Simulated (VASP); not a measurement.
# NbH (I4/mmm) in VASP: single point with LDA

Aim: the single point of NbH with LDA.

Program: VASP 6.6.1. These are calculated values, not measurements. Logs are shortened: lines on timing, memory, paths and dates and some standing lists are left out, and cuts for length are marked.

## (1) The cell of the first run

The structure is tetragonal, space group I4/mmm (No. 139). Conventional cell: a = 3.214 Å, b = 3.214 Å, c = 3.969 Å, α = 90.00°, β = 90.00°, γ = 90.00°. Nb (site symmetry 4/mmm) has 6 H at 1.98 to 2.27 Å within 2.6 Å. Within 2.6 Å of H (site symmetry 4/mmm) lie 6 Nb at 1.98 to 2.27 Å.

## (2) Single point, LDA

Contents of INCAR:

```
PREC     = Accurate       # precision mode
ENCUT    = 520            # plane-wave cutoff, eV
EDIFF    = 1E-7           # SCF threshold, eV
ISMEAR   = -1             # smearing method
SIGMA    = 0.05           # smearing width, eV
LREAL    = False          # projectors in reciprocal space
LASPH    = True           # aspherical terms in the spheres
NELM     = 80             # most SCF steps
ALGO     = Normal         # electronic algorithm
ISIF     = 2              # what is computed and relaxed
LWAVE    = False          # write WAVECAR
LCHARG   = False          # write CHGCAR
NBANDS   = 14             # bands
```

Contents of KPOINTS:

```
Automatic mesh
0
Gamma
  20 20 20
```

Contents of POSCAR:

```
NbH
1.0
   -1.6069640000      1.6069640000      1.9843010000
    1.6069640000     -1.6069640000      1.9843010000
    1.6069640000      1.6069640000     -1.9843010000
Nb H
1 1
Direct
    0.0000000000      0.0000000000      0.0000000000
    0.5000000000      0.5000000000      0.0000000000
```

Potentials or basis: VASP PAW LDA potentials, release 64 (Nb_sv, H).

Command:

```bash
$ cat potpaw_LDA.64/Nb_sv/POTCAR potpaw_LDA.64/H/POTCAR > POTCAR
$ mpirun -np 1 vasp_std > vasp.out
```

OUTCAR:

```text
PREC = Accurate
   ENCUT = 520
   EDIFF = 1E-7
   ISMEAR = -1
   LREAL = False
   LASPH = True
   NELM = 80
   ISIF = 2

 ion  position               nearest neighbor table
   1  0.000  0.000  0.000-
   2  0.500  0.500  0.000-

  LATTYP: Found a body centered tetragonal cell.
 ALAT       =     3.2139280000
 C/A-ratio  =     1.2348135988

  Lattice vectors:

 A1 = (  -1.6069640000,   1.6069640000,   1.9843010000)
 A2 = (   1.6069640000,  -1.6069640000,   1.9843010000)
 A3 = (   1.6069640000,   1.6069640000,  -1.9843010000)

Analysis of symmetry for initial positions (statically):
=====================================================================
 Subroutine PRICEL returns:
 Original cell was already a primitive cell.

 Routine SETGRP: Setting up the symmetry group for a
 body centered tetragonal supercell.

 Subroutine GETGRP returns: Found 16 space group operations
 (whereof 16 operations were pure point group operations)
 out of a pool of 16 trial point group operations.

The static configuration has the point symmetry D_4h.

Analysis of symmetry for dynamics (positions and initial velocities):
=====================================================================
 Subroutine PRICEL returns:
 Original cell was already a primitive cell.

 Routine SETGRP: Setting up the symmetry group for a
 body centered tetragonal supercell.

 Subroutine GETGRP returns: Found 16 space group operations
 (whereof 16 operations were pure point group operations)
 out of a pool of 16 trial point group operations.

The dynamic configuration has the point symmetry D_4h.

 Subroutine INISYM returns: Found 16 space group operations
 (whereof 16 operations are pure point group operations),
 and found     1 'primitive' translations

----------------------------------------------------------------------------------------

                                     Primitive cell

  volume of cell :      20.4965

  direct lattice vectors                    reciprocal lattice vectors
    -1.606964000  1.606964000  1.984301000     0.000000000  0.311145738  0.251977901
     1.606964000 -1.606964000  1.984301000     0.311145738  0.000000000  0.251977901
     1.606964000  1.606964000 -1.984301000     0.311145738  0.311145738  0.000000000

  length of vectors
     3.016971504  3.016971504  3.016971504     0.400380485  0.400380485  0.440026523

  position of ions in fractional coordinates (direct lattice)
     0.000000000  0.000000000  0.000000000
     0.500000000  0.500000000  0.000000000

  ion indices of the primitive-cell ions
   primitive index   ion index
                 1           1
                 2           2

----------------------------------------------------------------------------------------

 KPOINTS: Automatic mesh

Automatic generation of k-mesh.
 Grid dimensions read from file:
 generate k-points for:   20   20   20

 Generating k-lattice:

  Cartesian coordinates                     Fractional coordinates (reciprocal lattice)
     0.000000000  0.015557287  0.012598895     0.050000000  0.000000000 -0.000000000
     0.015557287  0.000000000  0.012598895     0.000000000  0.050000000 -0.000000000
     0.015557287  0.015557287  0.000000000     0.000000000  0.000000000  0.050000000

  Length of vectors
     0.020019024  0.020019024  0.022001326

  Shift w.r.t. Gamma in fractional coordinates (k-lattice)
     0.000000000  0.000000000  0.000000000

 Subroutine IBZKPT returns following result:
 ===========================================

 Found    641 irreducible k-points:

 Following reciprocal coordinates:
            Coordinates               Weight
  0.000000  0.000000  0.000000      1.000000
  0.050000 -0.000000  0.000000      8.000000
  0.100000 -0.000000  0.000000      8.000000
  0.150000  0.000000  0.000000      8.000000
  0.200000 -0.000000  0.000000      8.000000
  0.250000 -0.000000  0.000000      8.000000
[... 16 lines left out ...]
 -0.400000  0.050000  0.000000     16.000000
 -0.350000  0.050000  0.000000     16.000000
 [... further k-points ...]
   k-points           NKPTS =    641   k-points in BZ     NKDIM =    641   number of bands    NBANDS=     14
   number of dos      NEDOS =    301   number of ions     NIONS =      2
   total plane-waves  NPLWV =  13824
   dimension x,y,z NGX =    24 NGY =   24 NGZ =   24
   dimension x,y,z NGXF=    48 NGYF=   48 NGZF=   48
   ions per type =               1   1
   NGX,Y,Z   is equivalent  to a cutoff of  13.22, 13.22, 13.22 a.u.
   NGXF,Y,Z  is equivalent  to a cutoff of  26.45, 26.45, 26.45 a.u.
 SYSTEM =  unknown system
   PREC   = accura    normal or accurate (medium, high low for compatibility)
   ISTART =      0    job   : 0-new  1-cont  2-samecut
   ICHARG =      2    charge: 1-file 2-atom 10-const
   ISPIN  =      1    spin polarized calculation?
   LNONCOLLINEAR =      F non collinear calculations
   LSORBIT =      F    spin-orbit coupling
   LASPH  =      T    aspherical Exc in radial PAW
   ENCUT  =  520.0 eV  38.22 Ry    6.18 a.u.   5.61  5.61  5.61*2*pi/ulx,y,z
   NELM   =     80;   NELMIN=  2; NELMDL= -5     # of ELM steps
   EDIFF  = 0.1E-06   stopping-criterion for ELM
   LREAL  =      F    real-space projection
   EDIFFG = 0.1E-05   stopping-criterion for IOM
   NSW    =      0    number of steps for IOM
   IBRION =     -1    ionic relax: 0-MD 1-quasi-New 2-CG
   NFREE  =      0    steps in history (QN), initial steepest desc. (CG)
   ISIF   =      2    stress and relaxation
   ISYM   =      2    0-nonsym 1-usesym 2-fastsym
   POTIM  = 0.5000    time-step for ionic-motion
   TEBEG  =    0.0;   TEEND  =   0.0 temperature during run
   PSTRESS=    0.0 pullay stress
   NELECT =      14.0000    total number of electrons
   NUPDOWN=      -1.0000    fix difference up-down
   EMIN   =  10.00;   EMAX   =-10.00  energy-range for DOS
   EFERMI =   0.00;   METHOD = LEGACY
   ISMEAR =    -1;   SIGMA  =   0.05  broadening in eV -4-tet -1-fermi 0-gaus
   EFERMI_NEDOS =   21; number of points for ismear=-14 and -15
   IALGO  =     38    algorithm
   IMIX   =      4    mixing-type and parameters
     AMIX     =   0.40;   BMIX     =  1.00
     AMIX_MAG =   1.60;   BMIX_MAG =  1.00
  volume/ion in A,a.u.               =      10.25        69.16
  Fermi-wavevector in a.u.,A,eV,Ry     =   1.441753  2.724518 28.281778  2.078652
  Thomas-Fermi vector in A             =   2.560350
   LORBIT       =      0    0 simple, 1 ext, 2 COOP (PROOUT), +10 PAW based schemes
   GGA     = CA    functional components
   LHFCALC =     F    Hartree Fock is set to
   AEXX    =    0.0000 exact exchange contribution
   IVDW    =     0    specifies the selected vdW correction
   LEPSILON=     F    determine dielectric tensor
   LRPA    =     F    only Hartree local field effects (RPA)
 non-spin polarized calculation
  energy-cutoff  :      520.00
  volume of cell :       20.50
 maximum number of plane-waves:       566
   NGX = 11   NGY = 11   NGZ = 11

 number of electron      13.9999999 magnetization

 Free energy of the ion-electron system (eV)
  ---------------------------------------------------
  ext. energy  EPLUGINS =         0.00000000
  ---------------------------------------------------
  free energy    TOTEN  =       -15.12813634 eV

  energy without entropy =      -15.11858993  energy(sigma->0) =      -15.12336314

 E-fermi :  10.8342     XC(G=0): -12.6072

 val. band max:       10.8339040104   @ k =  -0.0500   0.4500   0.0500
 cond. band min:      10.8346826798   @ k =  -0.2000   0.5000   0.1500
 fundamental gap:      0.0007786694
 Fermi energy:        10.8342403410

 k-point     1 :       0.0000    0.0000    0.0000
  band No.  band energies     occupation
      1     -43.9902      2.00000
      2     -19.7436      2.00000
      3     -19.6946      2.00000
      4     -19.6946      2.00000
      5       1.3010      2.00000
      6      10.1291      2.00000
      7      10.1291      2.00000
      8      11.4730      0.00001
      9      11.7246      0.00000
     10      12.6205      0.00000
     11      20.8315      0.00000
     12      22.2688      0.00000
     13      23.2172      0.00000
     14      23.2172      0.00000

 k-point     2 :       0.0500   -0.0000    0.0000
  band No.  band energies     occupation
      1     -43.9866      2.00000
      2     -19.7589      2.00000
      3     -19.7065      2.00000
      4     -19.6998      2.00000
      5       1.3802      2.00000
      6      10.1117      2.00000
      7      10.1620      2.00000
      8      11.4492      0.00001
      9      11.7039      0.00000
     10      12.5716      0.00000
     11      20.4107      0.00000
     12      22.4360      0.00000
     13      23.3768      0.00000
     14      23.5589      0.00000

 k-point     3 :       0.1000   -0.0000    0.0000
  band No.  band energies     occupation
      1     -43.9761      2.00000
      2     -19.8240      2.00000
      3     -19.7197      2.00000
      4     -19.7149      2.00000
      5       1.6126      2.00000
      6      10.0297      2.00000
      7      10.2313      1.99999
      8      11.3968      0.00003
      9      11.6817      0.00000
     10      12.4679      0.00000
     11      19.5504      0.00000
     12      22.9001      0.00000
     13      23.8412      0.00000
     14      24.2977      0.00000
[... 324 lines left out ...]
 k-point    23 :      -0.4000    0.0500    0.0000
  band No.  band energies     occupation
      1     -43.8602      2.00000
      2     -20.5832      2.00000
      3     -19.8809      2.00000
      4     -19.7699      2.00000
      5       4.7170      2.00000
      6       7.5847      2.00000
      7       9.4319      2.00000
      8      11.0083      0.05972
      9      13.7056      0.00000
     10      14.1147      0.00000
     11      17.2267      0.00000
     12      21.6487      0.00000
     13      27.0316      0.00000
     14      28.1451      0.00000

 k-point    24 :      -0.3500    0.0500    0.0000
  band No.  band energies     occupation
      1     -43.8786      2.00000
      2     -20.4658      2.00000
      3     -19.8532      2.00000
      4     -19.7666      2.00000
      5       4.0627      2.00000
      6       8.1078      2.00000
      7       9.5860      2.00000
      8      11.1181      0.00682
      9      13.3289      0.00000
     10      13.5464      0.00000
     11      17.1045      0.00000
     12      22.9376      0.00000
     13      27.8036      0.00000
     14      28.2205      0.00000

 [... further k-points ...]

------------------------ aborting loop because EDIFF is reached ----------------------------------------

  FORCE on cell =-STRESS in cart. coord.  units (eV):
  Direction    XX          YY          ZZ          XY          YZ          ZX
  --------------------------------------------------------------------------------------
  -------------------------------------------------------------------------------------
  Total       -1.3830521     -1.3830521     -1.4884936      0.0000000      0.0000000      0.0000000
  in kB     -108.1108509   -108.1108509   -116.3530388      0.0000000      0.0000000      0.0000000
  external PRESSURE =    -110.8582469 kB  Pullay stress =       0.0000000 kB

 VOLUME and BASIS-vectors are now :
 -----------------------------------------------------------------------------
  energy-cutoff  :      520.00
  volume of cell :       20.50
      direct lattice vectors                 reciprocal lattice vectors
    -1.606964000  1.606964000  1.984301000     0.000000000  0.311145738  0.251977901
     1.606964000 -1.606964000  1.984301000     0.311145738  0.000000000  0.251977901
     1.606964000  1.606964000 -1.984301000     0.311145738  0.311145738  0.000000000

 POSITION                                       TOTAL-FORCE (eV/Angst)
 -----------------------------------------------------------------------------------
      0.00000      0.00000      0.00000        -0.000000     -0.000000     -0.000000
      0.00000      0.00000      1.98430         0.000000      0.000000      0.000000
 -----------------------------------------------------------------------------------
    total drift:                               -0.000000      0.000000      0.000000

  FREE ENERGIE OF THE ION-ELECTRON SYSTEM (eV)
  ---------------------------------------------------
  free  energy   TOTEN  =       -15.1281363426 eV

  energy  without entropy=      -15.1185899344  energy(sigma->0) =      -15.12336314
```

It took 67 s on 1 thread of Intel Xeon Platinum 8488C (Sapphire Rapids), shared host; peak memory 0.28 GiB.

What came out:

- Free energy: -15.1281 eV
- Pressure: -11.1 GPa
- Band gap on the k mesh: zero (bands 7 and 8 overlap by 4.17 eV)

Stress tensor (GPa, compression positive):
```
-10.81   0.00   0.00
  0.00 -10.81   0.00
  0.00   0.00 -11.64
```

Caveat: the cell stands under tension.
